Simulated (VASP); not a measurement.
Set up this calculation in VASP 6.6.1, as the native input.

| Quantity | Value |
| --- | --- |
| Task | single point |
| Functional | PBEsol |
| Potentials or basis | VASP PAW PBE potentials, release 64 (In_d, Se) |
| Cutoff | 520 eV |
| k mesh | 10 × 10 × 10 |
| Occupations | gaussian, width 0.1 eV |
| Spin | no spin polarisation |
| Dipole correction | no |
| Further INCAR settings | ALGO = Normal; EDIFF = 1e-07; NBANDS = 30 |

The structure of In3Se lies in POSCAR:

```
In3Se
1.0
    4.6684208675      0.0000000000      0.0000000000
    0.0000000000      4.6684208675      0.0000000000
    0.0000000000      0.0000000000      4.6684208675
In Se
3 1
Direct
    0.0000000000      0.5000000000      0.5000000000
    0.5000000000      0.0000000000      0.5000000000
    0.5000000000      0.5000000000      0.0000000000
    0.0000000000      0.0000000000      0.0000000000
```

These files were run (other wordings do the same):

INCAR

```
SYSTEM = In3Se
PREC = Accurate ; ENCUT = 520
EDIFF = 1E-7 ; ISMEAR = 0
SIGMA = 0.1 ; LREAL = .False.
LASPH = .True. ; NELM = 80
ALGO = Normal ; ISIF = 2
LWAVE = .False. ; LCHARG = .False.
GGA = PS ; NBANDS = 30
```

KPOINTS

```
Automatic mesh
0
Gamma
  10 10 10
  0 0 0
```

Potentials or basis: VASP PAW PBE potentials, release 64 (In_d, Se).

Launch:

```bash
$ cat potpaw_PBE.64/In_d/POTCAR potpaw_PBE.64/Se/POTCAR > POTCAR
$ mpirun -np 1 vasp_std > vasp.out
```

It gave:

- Pressure: 0.0 GPa

Caveat: the PAW data sets were made with another functional, which shifts forces and pressure a little.

Run time: 120 s on 1 thread of Intel(R) Xeon(R) Platinum 8259CL CPU @ 2.50GHz (Skylake/Cascade Lake) (shared host), peak memory 0.29 GiB.
